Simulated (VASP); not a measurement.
**Na: single point with LDA**

The system is Na.

```
Na
1.0
     3.76700    0.00000    0.00000
    -1.88350    3.26232    0.00000
     0.00000    0.00000    6.15400
Na
2
Direct
  0.66667 0.33333 0.75000
  0.33333 0.66667 0.25000
```

| Quantity | Value |
| --- | --- |
| Program | VASP 6.6.1 |
| Task | single point |
| Functional | LDA |
| Potentials or basis | VASP PAW LDA potentials, release 64 (Na_pv) |
| Cutoff | 520 eV |
| k mesh | 8 × 8 × 5 |
| Occupations | fermi-dirac, width 0.05 eV |
| Spin | no spin polarisation |

```yaml
Pressure: -0.9 GPa
Band_gap_on_the_k_mesh: zero (band 7 reaches 1.56 eV, above the bottom of band 8 at -1.68 eV)
```

Stress tensor (GPa, compression positive):
```
-0.83  0.00  0.00
 0.00 -0.83  0.00
 0.00  0.00 -1.07
```

Levels at points of the mesh, in eV from the Fermi level:
| k point | band 4 | band 5 | band 6 | band 7 | band 8 | band 9 | band 10 | band 11 |
| --- | --- | --- | --- | --- | --- | --- | --- | --- |
| (0.00, 0.00, 0.00) | -24.91 | -24.91 | -24.91 | -3.19 | 0.63 | 0.94 | 9.89 | 9.89 |
| (0.50, 0.00, 0.00) | -24.92 | -24.92 | -24.91 | 0.31 | 0.37 | 3.87 | 3.92 | 4.29 |

It took 14 s on 1 thread of Intel(R) Xeon(R) Platinum 8375C CPU @ 2.90GHz (Ice Lake) (shared host), peak memory 0.16 GiB.
